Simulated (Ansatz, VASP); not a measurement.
# Zn in VASP and in Ansatz

```
Zn
1.0
     2.47578    0.00000    0.00000
     0.00000    2.47578    0.00000
     0.00000    0.00000    2.47578
Zn
1
Direct
  0.00000 0.00000 0.00000
```

Change from the starting cell: volume scaled by 0.9, LAPW.

Alike in both runs: task single point; functional PBEsol; k mesh 17 × 17 × 17; occupations fermi-dirac, width 0.05 eV; no spin polarisation.

|  | VASP | Ansatz |
| --- | --- | --- |
| version | VASP 6.6.1 | Ansatz 0.2.0 |
| potentials or method | VASP PAW PBE potentials, release 64 (Zn), cutoff 520 eV | all-electron LAPW, scalar-relativistic |

```csv
,VASP,Ansatz,Ansatz less VASP
pressure (GPa),9.1,8.4,-0.63
```

VASP's potentials were made for PBE, not for PBEsol. Ansatz ran all-electron here, and VASP with PAW potentials.
